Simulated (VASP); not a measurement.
# Cu: single point with LDA

The system is Cu, a slab with vacuum.

```
Cu
1.0
     2.48755    0.00000    0.00000
     0.00000    3.51792    0.00000
     0.00000    0.00000   20.97510
Cu
5
Direct
  0.00000 0.00000 0.38140
  0.50000 0.50000 0.44070
  0.00000 0.00000 0.50000
  0.50000 0.50000 0.55930
  0.00000 0.00000 0.61860
```

```json
{"Program": "VASP 6.6.1", "Task": "single point", "Functional": "LDA", "Potentials or basis": "VASP PAW LDA potentials, release 64 (Cu)", "Cutoff": "520 eV", "k mesh": "15 × 10 × 1", "Occupations": "fermi-dirac, width 0.08 eV", "Spin": "no spin polarisation"}
```

```yaml
Largest_force: 0.503 eV/Å
```

Forces in eV/Å, atoms in the order of the input:
```
Cu   0.000  0.000  0.503
Cu   0.000  0.000 -0.442
Cu   0.000  0.000  0.000
Cu   0.000  0.000  0.442
Cu   0.000  0.000 -0.503
```

Levels at points of the mesh, in eV from the Fermi level:
| k point | band 26 | band 27 | band 28 | band 29 | band 30 | band 31 |
| --- | --- | --- | --- | --- | --- | --- |
| (0.00, 0.00, 0.00) | -1.57 | -1.46 | -1.33 | 0.48 | 2.82 | 3.03 |
| (0.00, 0.50, 0.00) | -1.58 | -1.54 | -1.52 | -1.15 | -0.37 | 1.01 |

Wall time 6.7 min on 1 thread of Intel(R) Xeon(R) Platinum 8259CL CPU @ 2.50GHz (Skylake/Cascade Lake), on a shared host, peak memory 0.36 GiB.
